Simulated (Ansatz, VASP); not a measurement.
One calculation of ZrTi, two programs

File INCAR:

```
SYSTEM = ZrTi
PREC = Accurate ; ENCUT = 520
EDIFF = 1E-6 ; ISMEAR = 0
SIGMA = 0.15 ; LREAL = .FALSE.
LASPH = .TRUE. ; NELM = 100
ALGO = Fast ; ISIF = 2
LWAVE = .FALSE. ; LCHARG = .FALSE.
GGA = CA ; NBANDS = 19
```

KPOINTS

```
Automatic mesh
0
G
  14 14 12
  0 0 0
```

File POSCAR:

```
ZrTi
1.0
    3.0323579321      0.0000000000      0.0000000000
    0.0000000000      3.0323579321      0.0000000000
    0.0000000000      0.0000000000      4.0882417392
Zr Ti
1 1
Direct
    0.5000000000      0.5000000000      0.5000000000
    0.0000000000      0.0000000000      0.0000000000
```

Input for Ansatz:

```yaml
crystal:
  lattice:
    - [3.0323579321, 0.0, 0.0]
    - [0.0, 3.0323579321, 0.0]
    - [0.0, 0.0, 4.0882417392]
  atoms:
    - { symbol: Zr, position: [0.5, 0.5, 0.5] }
    - { symbol: Ti, position: [0.0, 0.0, 0.0] }
basis:
  ecutwfc: 520.0
kpoints:
  mp_grid: { grid: [14, 14, 12] }
hamiltonian:
  xc: lda
  pseudopotentials: { kind: paw }
scf:
  occupations: { method: gaussian, width: 0.15 }
output:
  forces: true
  stress: true
  eigenvalues: true
  write_density: true
  write_potential: true
  elf: true
  volumetric_format: npy
```

Alike in both runs: task single point; functional LDA; k mesh 14 × 14 × 12; occupations gaussian, width 0.15 eV; no spin polarisation.

|  | VASP | Ansatz |
| --- | --- | --- |
| version | VASP 6.6.1 | Ansatz 0.2.0 |
| potentials or method | VASP PAW LDA potentials, release 64 (Zr_sv, Ti_sv), cutoff 520 eV | scalar-relativistic, plane waves, PAW |
| valence electrons in the cell | 24 | 24 |

VASP gave:

- gap on the k mesh at the Fermi level (eV): none
- pressure (GPa): 0.1
- traceless stress, the component that is largest in VASP (GPa): -0.13

Q: Which values does Ansatz return?

A: gap on the k mesh at the Fermi level (eV): none; pressure (GPa): 0.0; traceless stress, the component that is largest in VASP (GPa): -0.10.

LDA's correlation is that of Perdew and Zunger in VASP and of Perdew and Wang (1992) in Ansatz. A gap of «none» marks a metal or a gap that the smearing closes.
